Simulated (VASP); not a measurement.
# In2Sb (P6_3/mmc) in VASP: further runs

The runs below take In2Sb through single point, with PBEsol.

All numbers are computed with VASP 6.6.1; they aren't measurements. Logs are shortened: lines on timing, memory, paths and dates and some standing lists are left out, and cuts for length are marked.

### 1 The cell of the first run

The structure is hexagonal, space group P6_3/mmc (No. 194). The conventional cell has a = 5.380 Å, b = 5.380 Å, c = 6.723 Å, α = 90.00°, β = 90.00°, γ = 120.00°. Within 4.1 Å of In (site symmetry -6m2) lie 5 Sb at 3.11 to 3.36 Å and 6 In at 3.53 Å. Within 4.4 Å of In (site symmetry -3m) lie 8 In at 3.36 to 3.53 Å and 6 Sb at 3.53 Å. Within 4.1 Å of Sb (site symmetry -6m2) lie 11 In at 3.11 to 3.53 Å.

### 2 Single point, PBEsol

INCAR reads:

```
SYSTEM = In2Sb
PREC = Accurate
ENCUT = 500
EDIFF = 1E-6
ISMEAR = 0
SIGMA = 0.1
LREAL = .False.
LASPH = .True.
NELM = 120
ALGO = Normal
ISIF = 2
LWAVE = .False.
LCHARG = .False.
GGA = PS
NBANDS = 40
GGA_COMPAT = .False.
```

KPOINTS reads:

```
regular mesh
0
Gamma
  12 12 10
  0 0 0
```

POSCAR reads:

```
In2Sb
1.0
    5.3799042018      0.0000000000      0.0000000000
   -2.6899521009      4.6591337087      0.0000000000
    0.0000000000      0.0000000000      6.7225520000
In Sb
4 2
Direct
    0.6666666667      0.3333333333      0.2500000000
    0.3333333333      0.6666666667      0.7500000000
    0.0000000000      0.0000000000      0.5000000000
    0.0000000000      0.0000000000      0.0000000000
    0.6666666667      0.3333333333      0.7500000000
    0.3333333333      0.6666666667      0.2500000000
```

Potentials or basis: VASP PAW PBE potentials, release 64 (In_d, Sb).

Launch:

```console
$ cat potpaw_PBE.64/In_d/POTCAR potpaw_PBE.64/Sb/POTCAR > POTCAR
$ mpirun -np 1 vasp_std > vasp.out
```

OUTCAR:

```text
SYSTEM = In2Sb
   PREC = Accurate
   ENCUT = 500
   EDIFF = 1E-6
   ISMEAR = 0
   LREAL = .False.
   LASPH = .True.
   NELM = 120
   ISIF = 2
   GGA = PS

 ion  position               nearest neighbor table
   1  0.667  0.333  0.250-   6 3.11   6 3.11   6 3.11   5 3.36   5 3.36   3 3.53   4 3.53   3 3.53
                             4 3.53   3 3.53   4 3.53
   2  0.333  0.667  0.750-   5 3.11   5 3.11   5 3.11   6 3.36   6 3.36   3 3.53   4 3.53   4 3.53
                             3 3.53   4 3.53   3 3.53
   3  0.000  0.000  0.500-   4 3.36   4 3.36   1 3.53   5 3.53   6 3.53   2 3.53   1 3.53   5 3.53
                             2 3.53   6 3.53   1 3.53   5 3.53   2 3.53   6 3.53
   4  0.000  0.000  0.000-   3 3.36   3 3.36   1 3.53   5 3.53   6 3.53   2 3.53   1 3.53   5 3.53
                             2 3.53   6 3.53   1 3.53   5 3.53   2 3.53   6 3.53
   5  0.667  0.333  0.750-   2 3.11   2 3.11   2 3.11   1 3.36   1 3.36   3 3.53   4 3.53   3 3.53
                             4 3.53   3 3.53   4 3.53
   6  0.333  0.667  0.250-   1 3.11   1 3.11   1 3.11   2 3.36   2 3.36   3 3.53   4 3.53   4 3.53
                             3 3.53   4 3.53   3 3.53

  LATTYP: Found a hexagonal cell.
 ALAT       =     5.3799042018
 C/A-ratio  =     1.2495672317

  Lattice vectors:

 A1 = (   5.3799042018,   0.0000000000,   0.0000000000)
 A2 = (  -2.6899521009,   4.6591337087,   0.0000000000)
 A3 = (   0.0000000000,   0.0000000000,   6.7225520000)

Analysis of symmetry for initial positions (statically):
=====================================================================
 Subroutine PRICEL returns:
 Original cell was already a primitive cell.

 Routine SETGRP: Setting up the symmetry group for a
 hexagonal supercell.

 Subroutine GETGRP returns: Found 24 space group operations
 (whereof 12 operations were pure point group operations)
 out of a pool of 24 trial point group operations.

The static configuration has the point symmetry D_3d.
 The point group associated with its full space group is D_6h.

Analysis of symmetry for dynamics (positions and initial velocities):
=====================================================================
 Subroutine PRICEL returns:
 Original cell was already a primitive cell.

 Routine SETGRP: Setting up the symmetry group for a
 hexagonal supercell.

 Subroutine GETGRP returns: Found 24 space group operations
 (whereof 12 operations were pure point group operations)
 out of a pool of 24 trial point group operations.

The dynamic configuration has the point symmetry D_3d.
 The point group associated with its full space group is D_6h.

 Subroutine INISYM returns: Found 24 space group operations
 (whereof 12 operations are pure point group operations),
 and found     1 'primitive' translations

----------------------------------------------------------------------------------------

                                     Primitive cell

  volume of cell :     168.5054

  direct lattice vectors                    reciprocal lattice vectors
     5.379904202  0.000000000  0.000000000     0.185876916  0.107316087  0.000000000
    -2.689952101  4.659133709  0.000000000     0.000000000  0.214632175  0.000000000
     0.000000000  0.000000000  6.722552000     0.000000000  0.000000000  0.148753033

  length of vectors
     5.379904202  5.379904202  6.722552000     0.214632175  0.214632175  0.148753033

  position of ions in fractional coordinates (direct lattice)
     0.666666667  0.333333333  0.250000000
     0.333333333  0.666666667  0.750000000
     0.000000000  0.000000000  0.500000000
     0.000000000  0.000000000  0.000000000
     0.666666667  0.333333333  0.750000000
     0.333333333  0.666666667  0.250000000

  ion indices of the primitive-cell ions
   primitive index   ion index
                 1           1
                 2           2
                 3           3
                 4           4
                 5           5
                 6           6

----------------------------------------------------------------------------------------

 KPOINTS: regular mesh

Automatic generation of k-mesh.
 Grid dimensions read from file:
 generate k-points for:   12   12   10

 Generating k-lattice:

  Cartesian coordinates                     Fractional coordinates (reciprocal lattice)
     0.015489743  0.008943007  0.000000000     0.083333333  0.000000000  0.000000000
     0.000000000  0.017886015  0.000000000     0.000000000  0.083333333  0.000000000
     0.000000000  0.000000000  0.014875303     0.000000000  0.000000000  0.100000000

  Length of vectors
     0.017886015  0.017886015  0.014875303

  Shift w.r.t. Gamma in fractional coordinates (k-lattice)
     0.000000000  0.000000000  0.000000000

 Subroutine IBZKPT returns following result:
 ===========================================

 Found    114 irreducible k-points:

 Following reciprocal coordinates:
            Coordinates               Weight
  0.000000  0.000000  0.000000      1.000000
  0.083333  0.000000  0.000000      6.000000
  0.166667  0.000000  0.000000      6.000000
  0.250000  0.000000  0.000000      6.000000
  0.333333  0.000000  0.000000      6.000000
  0.416667  0.000000  0.000000      6.000000
[... 16 lines left out ...]
  0.250000  0.000000  0.100000     12.000000
  0.333333  0.000000  0.100000     12.000000
 [... further k-points ...]
   k-points           NKPTS =    114   k-points in BZ     NKDIM =    114   number of bands    NBANDS=     40
   number of dos      NEDOS =    301   number of ions     NIONS =      6
   total plane-waves  NPLWV =  80000
   dimension x,y,z NGX =    40 NGY =   40 NGZ =   50
   dimension x,y,z NGXF=    80 NGYF=   80 NGZF=  100
   ions per type =               4   2
   NGX,Y,Z   is equivalent  to a cutoff of  12.36, 12.36, 12.36 a.u.
   NGXF,Y,Z  is equivalent  to a cutoff of  24.72, 24.72, 24.73 a.u.
 SYSTEM =  In2Sb
   PREC   = accura    normal or accurate (medium, high low for compatibility)
   ISTART =      0    job   : 0-new  1-cont  2-samecut
   ICHARG =      2    charge: 1-file 2-atom 10-const
   ISPIN  =      1    spin polarized calculation?
   LNONCOLLINEAR =      F non collinear calculations
   LSORBIT =      F    spin-orbit coupling
   LASPH  =      T    aspherical Exc in radial PAW
   ENCUT  =  500.0 eV  36.75 Ry    6.06 a.u.   9.81  9.81 12.26*2*pi/ulx,y,z
   NELM   =    120;   NELMIN=  2; NELMDL= -5     # of ELM steps
   EDIFF  = 0.1E-05   stopping-criterion for ELM
   LREAL  =      F    real-space projection
   EDIFFG = 0.1E-04   stopping-criterion for IOM
   NSW    =      0    number of steps for IOM
   IBRION =     -1    ionic relax: 0-MD 1-quasi-New 2-CG
   NFREE  =      0    steps in history (QN), initial steepest desc. (CG)
   ISIF   =      2    stress and relaxation
   ISYM   =      2    0-nonsym 1-usesym 2-fastsym
   POTIM  = 0.5000    time-step for ionic-motion
   TEBEG  =    0.0;   TEEND  =   0.0 temperature during run
   PSTRESS=    0.0 pullay stress
   NELECT =      62.0000    total number of electrons
   NUPDOWN=      -1.0000    fix difference up-down
   EMIN   =  10.00;   EMAX   =-10.00  energy-range for DOS
   EFERMI =   0.00;   METHOD = LEGACY
   ISMEAR =     0;   SIGMA  =   0.10  broadening in eV -4-tet -1-fermi 0-gaus
   EFERMI_NEDOS =   21; number of points for ismear=-14 and -15
   IALGO  =     38    algorithm
   IMIX   =      4    mixing-type and parameters
     AMIX     =   0.40;   BMIX     =  1.00
     AMIX_MAG =   1.60;   BMIX_MAG =  1.00
  volume/ion in A,a.u.               =      28.08       189.52
  Fermi-wavevector in a.u.,A,eV,Ry     =   1.173097  2.216833 18.723762  1.376158
  Thomas-Fermi vector in A             =   2.309516
   LORBIT       =      0    0 simple, 1 ext, 2 COOP (PROOUT), +10 PAW based schemes
   GGA     = PS    functional components
   LHFCALC =     F    Hartree Fock is set to
   AEXX    =    0.0000 exact exchange contribution
   IVDW    =     0    specifies the selected vdW correction
   LEPSILON=     F    determine dielectric tensor
   LRPA    =     F    only Hartree local field effects (RPA)
 non-spin polarized calculation
 Gauss-broadening in eV      SIGMA  =   0.10
  energy-cutoff  :      500.00
  volume of cell :      168.51
 maximum number of plane-waves:      4298
 NGX is ok and might be reduce to    40
   NGX = 19   NGY = 19   NGZ = 25

 number of electron      62.0000005 magnetization

 Free energy of the ion-electron system (eV)
  ---------------------------------------------------
  ext. energy  EPLUGINS =         0.00000000
  ---------------------------------------------------
  free energy    TOTEN  =       -20.98303254 eV

  energy without entropy =      -20.96418982  energy(sigma->0) =      -20.97361118

 E-fermi :   6.9862     XC(G=0): -10.0778

 val. band max:        6.9836783356   @ k =   0.1667   0.0000   0.4000
 cond. band min:       6.9865303628   @ k =   0.2500   0.2500   0.4000
 fundamental gap:      0.0028520272
 Fermi energy:         6.9862154445

 k-point     1 :       0.0000    0.0000    0.0000
  band No.  band energies     occupation
      1      -7.6452      2.00000
      2      -7.6408      2.00000
      3      -7.6408      2.00000
      4      -7.5962      2.00000
      5      -7.5962      2.00000
      6      -7.5455      2.00000
[... 32 lines left out ...]
     39       9.3610      0.00000
     40      10.4643      0.00000

 k-point     2 :       0.0833    0.0000    0.0000
  band No.  band energies     occupation
      1      -7.6446      2.00000
      2      -7.6417      2.00000
      3      -7.6384      2.00000
      4      -7.5940      2.00000
      5      -7.5919      2.00000
      6      -7.5418      2.00000
[... 935 lines left out ...]
     39      10.7668      0.00000
     40      11.7635      0.00000

 k-point    24 :       0.3333    0.0000    0.1000
  band No.  band energies     occupation
      1      -7.6390      2.00000
      2      -7.6217      2.00000
      3      -7.6149      2.00000
      4      -7.5718      2.00000
      5      -7.5687      2.00000
      6      -7.5384      2.00000
[... 32 lines left out ...]
     39      11.4631      0.00000
     40      11.6858      0.00000

 [... further k-points ...]

------------------------ aborting loop because EDIFF is reached ----------------------------------------

  FORCE on cell =-STRESS in cart. coord.  units (eV):
  Direction    XX          YY          ZZ          XY          YZ          ZX
  --------------------------------------------------------------------------------------
  -------------------------------------------------------------------------------------
  Total       -2.2819449     -2.2819449     -3.5543225      0.0000000      0.0000000      0.0000000
  in kB      -21.6971079    -21.6971079    -33.7950841      0.0000000      0.0000000      0.0000000
  external PRESSURE =     -25.7297666 kB  Pullay stress =       0.0000000 kB

 VOLUME and BASIS-vectors are now :
 -----------------------------------------------------------------------------
  energy-cutoff  :      500.00
  volume of cell :      168.51
      direct lattice vectors                 reciprocal lattice vectors
     5.379904202  0.000000000  0.000000000     0.185876916  0.107316087  0.000000000
    -2.689952101  4.659133709  0.000000000     0.000000000  0.214632175  0.000000000
     0.000000000  0.000000000  6.722552000     0.000000000  0.000000000  0.148753033

 POSITION                                       TOTAL-FORCE (eV/Angst)
 -----------------------------------------------------------------------------------
      2.68995      1.55304      1.68064         0.000000      0.000000     -0.000000
     -0.00000      3.10609      5.04191        -0.000000      0.000000      0.000000
      0.00000      0.00000      3.36128        -0.000000      0.000000      0.000000
      0.00000      0.00000      0.00000        -0.000000      0.000000      0.000000
      2.68995      1.55304      5.04191        -0.000000      0.000000      0.000000
     -0.00000      3.10609      1.68064         0.000000     -0.000000      0.000000
 -----------------------------------------------------------------------------------
    total drift:                               -0.000000     -0.000000     -0.000000

  FREE ENERGIE OF THE ION-ELECTRON SYSTEM (eV)
  ---------------------------------------------------
  free  energy   TOTEN  =       -20.9830325357 eV

  energy  without entropy=      -20.9641898154  energy(sigma->0) =      -20.97361118
```

It took 4.6 min on 1 thread of Intel Xeon 6975P-C (Granite Rapids), shared host; peak memory 0.66 GiB.

What came out:

```yaml
Free_energy: -20.9830 eV
Pressure: -2.6 GPa
Band_gap_on_the_k_mesh: zero (bands 31 and 32 overlap by 1.95 eV)
```

Levels at points of the mesh, in eV from the Fermi level:
| k point | band 27 | band 28 | band 29 | band 30 | band 31 | band 32 | band 33 | band 34 | band 35 | band 36 |
| --- | --- | --- | --- | --- | --- | --- | --- | --- | --- | --- |
| (0.00, 0.00, 0.00) | -2.40 | -1.78 | -1.78 | -1.54 | -0.51 | -0.32 | -0.32 | 0.09 | 0.59 | 2.13 |
| (0.50, 0.00, 0.00) | -3.87 | -3.58 | -1.66 | -1.62 | -1.16 | 1.31 | 1.61 | 2.32 | 3.41 | 3.60 |
| (0.00, 0.00, 0.50) | -1.88 | -1.88 | -1.88 | -1.88 | -1.05 | -1.05 | -0.24 | -0.24 | -0.24 | -0.24 |
| (0.50, 0.00, 0.50) | -3.11 | -3.11 | -0.64 | -0.64 | 0.48 | 0.48 | 2.39 | 2.39 | 2.96 | 2.96 |

Caveat: the PAW data sets were made with another functional, which shifts forces and pressure a little; spin-orbit coupling is left out, which moves the levels of the heavy elements.

### 3 Single point, PBEsol

INCAR reads:

```
ALGO = Fast
EDIFF = 1E-6
ENCUT = 520
GGA = PS
ISIF = 2
ISMEAR = -5
LASPH = True
LCHARG = False
LREAL = False
LWAVE = False
NBANDS = 40
NELM = 100
PREC = Accurate
SIGMA = 0.1
```

KPOINTS reads:

```
k-points
0
Gamma
  12 12 6
```

POSCAR is that of step 2.

Potentials or basis: VASP PAW PBE potentials, release 64 (In_d, Sb).

Launch:

```console
$ cat potpaw_PBE.64/In_d/POTCAR potpaw_PBE.64/Sb/POTCAR > POTCAR
$ mpirun -np 1 vasp_std > vasp.out
```

Run time: 4.1 min. Hardware: 1 thread of Intel Xeon 6975P-C (Granite Rapids), shared host; peak memory 0.55 GiB.

The run converged. Its results:

```yaml
Free_energy: -20.9841 eV
Pressure: -2.6 GPa
Band_gap_on_the_k_mesh: zero (bands 31 and 32 overlap by 2.07 eV)
```

Stress tensor (GPa, compression positive):
```
-2.10  0.00  0.00
 0.00 -2.10  0.00
 0.00  0.00 -3.63
```

Levels at points of the mesh, in eV from the Fermi level:
```tsv
k point	band 29	band 30	band 31	band 32	band 33	band 34
(0.00, 0.00, 0.00)	-1.78	-1.54	-0.51	-0.32	-0.32	0.09
(0.50, 0.00, 0.00)	-1.66	-1.61	-1.16	1.31	1.61	2.32
(0.00, 0.00, 0.50)	-1.88	-1.88	-1.05	-1.05	-0.24	-0.24
(0.50, 0.00, 0.50)	-0.64	-0.64	0.48	0.48	2.39	2.39
```

Caveat: the PAW data sets were made with another functional, which shifts forces and pressure a little; spin-orbit coupling is left out, which moves the levels of the heavy elements; tetrahedron occupations give inexact forces and stress in metals.

### 4 Single point, PBEsol

INCAR reads:

```
PREC     = Accurate       # precision mode
ENCUT    = 520            # plane-wave cutoff, eV
EDIFF    = 1E-6           # SCF threshold, eV
ISMEAR   = 0              # smearing method
SIGMA    = 0.1            # smearing width, eV
LREAL    = F              # projectors in reciprocal space
LASPH    = T              # aspherical terms in the spheres
NELM     = 60             # most SCF steps
ALGO     = Fast           # electronic algorithm
ISIF     = 2              # what is computed and relaxed
LWAVE    = F              # write WAVECAR
LCHARG   = F              # write CHGCAR
GGA      = PS             # functional
NBANDS   = 40             # bands
```

KPOINTS reads:

```
Automatic mesh
0
Gamma
  12 12 8
```

POSCAR is that of step 3.

Launch:

```console
$ cat potpaw_PBE.64/In_d/POTCAR potpaw_PBE.64/Sb/POTCAR > POTCAR
$ mpirun -np 1 vasp_std > vasp.out
```

Wall time 5.5 min (1 thread of Intel Xeon 6975P-C (Granite Rapids), shared host); peak memory 0.61 GiB.

The run converged. Its results:

| Property | Result |
| --- | --- |
| Free energy | -20.9841 eV |
| Pressure | -2.6 GPa |
| Band gap on the k mesh | zero (bands 31 and 32 overlap by 2.10 eV) |

Stress tensor (GPa, compression positive):
```
-2.14  0.00  0.00
 0.00 -2.14  0.00
 0.00  0.00 -3.49
```

Levels at points of the mesh, in eV from the Fermi level:
```tsv
k point	band 27	band 28	band 29	band 30	band 31	band 32	band 33	band 34	band 35	band 36
(0.00, 0.00, 0.00)	-2.41	-1.79	-1.79	-1.55	-0.52	-0.33	-0.33	0.08	0.58	2.12
(0.50, 0.00, 0.00)	-3.88	-3.59	-1.67	-1.62	-1.17	1.30	1.60	2.31	3.40	3.59
(0.00, 0.00, 0.50)	-1.89	-1.89	-1.89	-1.89	-1.06	-1.06	-0.25	-0.25	-0.25	-0.25
(0.50, 0.00, 0.50)	-3.12	-3.12	-0.66	-0.66	0.47	0.47	2.38	2.38	2.95	2.95
```

Caveat: the PAW data sets were made with another functional, which shifts forces and pressure a little; spin-orbit coupling is left out, which moves the levels of the heavy elements.

### 5 Single point, PBEsol

INCAR reads:

```
ALGO = Normal ; EDIFF = 1E-7
ENCUT = 520 ; GGA = PS
ISIF = 2 ; ISMEAR = 0
LASPH = T ; LCHARG = T
LELF = T ; LREAL = F
LVHAR = T ; LWAVE = F
NBANDS = 40 ; NELM = 80
PREC = Accurate ; SIGMA = 0.1
```

KPOINTS reads:

```
k-points
0
Gamma
  1 1 1
```

POSCAR is that of step 4.

Launch:

```console
$ cat potpaw_PBE.64/In_d/POTCAR potpaw_PBE.64/Sb/POTCAR > POTCAR
$ mpirun -np 1 vasp_gam > vasp.out
```

Run time: 41 s. Hardware: 1 thread of Intel Xeon 8259CL, shared host; peak memory 0.25 GiB.

The run converged. Its results:

| Property | Result |
| --- | --- |
| Free energy | -12.7557 eV |
| Pressure | 8.7 GPa |

Stress tensor (GPa, compression positive):
```
 23.32   0.00   0.00
  0.00  23.32   0.00
  0.00   0.00 -20.43
```

Levels at points of the mesh, in eV from the Fermi level:
```csv
k point,band 28,band 29,band 30,band 31,band 32,band 33,band 34,band 35
"(0.00, 0.00, 0.00)",-1.51,-1.51,-1.12,-0.02,0.07,0.07,0.14,0.41
```

Caveat: the k points lie up to 1.35 Å⁻¹ apart, too coarse for converged energies, forces and pressures; the PAW data sets were made with another functional, which shifts forces and pressure a little; spin-orbit coupling is left out, which moves the levels of the heavy elements.

(Continued in part 2 of 2.)
